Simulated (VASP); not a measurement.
Set up this calculation in VASP 6.6.1, as the native input.

- Task: single point
- Functional: PBE
- Potentials or basis: VASP PAW PBE potentials, release 64 (Mg, O)
- Cutoff: 520 eV
- k mesh: 12 × 12 × 6
- Occupations: gaussian, width 0.1 eV
- Spin: collinear spin
- Starting moments: [0.0, 0.0, 0.0, 0.0, 0.0, 0.32] μB
- Dipole correction: no
- Further INCAR settings: ALGO = Normal; EDIFF = 1e-06; NBANDS = 29

The structure of MgO5 lies in POSCAR:

```
MgO5
1.0
    3.0475398038      0.0000000000      0.0000000000
    0.0000000000      3.0475398038      0.0000000000
    0.0000000000      0.0000000000      6.6890685339
Mg O
1 5
Direct
    0.5000000000      0.5000000000      0.5000000000
    0.5000000000      0.5000000000      0.1697445375
    0.5000000000      0.5000000000      0.8302554625
    0.0000000000      0.5000000000      0.0000000000
    0.5000000000      0.0000000000      0.0000000000
    0.0000000000      0.0000000000      0.5000000000
```

The cell was generated, and may not be a known phase.

These files were run (other wordings do the same):

INCAR

```
SYSTEM = MgO5
PREC = Accurate
ENCUT = 520
EDIFF = 1E-6
ISMEAR = 0
SIGMA = 0.1
LREAL = .False.
LASPH = .True.
NELM = 150
ALGO = Normal
ISIF = 2
LWAVE = .False.
LCHARG = .False.
ISPIN = 2
MAGMOM = 0 0 0 0 0 0.32
LORBIT = 11
GGA = PE
NBANDS = 29
```

KPOINTS

```
Automatic mesh
0
Gamma
  12 12 6
  0 0 0
```

Potentials or basis: VASP PAW PBE potentials, release 64 (Mg, O).

Command:

```bash
$ cat potpaw_PBE.64/Mg/POTCAR potpaw_PBE.64/O/POTCAR > POTCAR
$ mpirun -np 1 vasp_std > vasp.out
```

It gave:

* Pressure: -0.8 GPa
* Largest force: 0.044 eV/Å
* Band gap on the k mesh: zero (filled and empty bands overlap)
* Net moment: 0.00 μB per cell
* Valence electrons inside the program's atomic spheres: Mg 0.32; O 4.70, 4.59, 4.94 (each value once)

Caveat: semilocal functionals underestimate gaps, and a narrow one can read as zero.

It took 3 min on 1 thread of Intel(R) Xeon(R) 6975P-C (Granite Rapids) (shared host), peak memory 0.38 GiB.
